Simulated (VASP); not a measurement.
Al:

```xyz
1
Lattice="1.6050 1.6050 1.6050 -1.6050 1.6050 1.6050 -1.6050 -1.6050 1.6050" Properties=species:S:1:pos:R:3 pbc="T T T"
Al    0.0000    0.0000    0.0000
```

This isn't the form of Al at room conditions, which is fcc.

| Item | Value |
| --- | --- |
| Program | VASP 6.6.1 |
| Task | relaxation of cell and atoms |
| Functional | PBE |
| Potentials or basis | VASP PAW PBE potentials, release 64 (Al) |
| Cutoff | 500 eV |
| k mesh | 10 × 10 × 10 |
| Occupations | methfessel-paxton, width 0.1 eV |
| Spin | no spin polarisation |

At the start: pressure 2.1 GPa; volume 16.54 Å³/atom.

**Question.** How do energy, volume and symmetry change on relaxing?

**Answer.** Over 3 steps the energy falls by 3.0 meV/atom and the volume is 17.01 Å³/atom (+2.9 %); space group Im-3m (No. 229, to 0.1 Å) before and after.

The path:
| step | energy change (eV) | largest force (eV/Å) | pressure (GPa) | volume (Å³) |
| --- | --- | --- | --- | --- |
| 1 | 0.0000 | 0.0000 | 2.11 | 16.54 |
| 2 | -0.0030 | 0.0000 | -0.21 | 17.06 |
| 3 | -0.0030 | 0.0000 | 0.00 | 17.01 |

Final structure:
```
Al
1.0
     1.62018    1.62018    1.62018
    -1.62018    1.62018    1.62018
    -1.62018   -1.62018    1.62018
Al
1
Cartesian
  0.0000 0.0000 0.0000
```
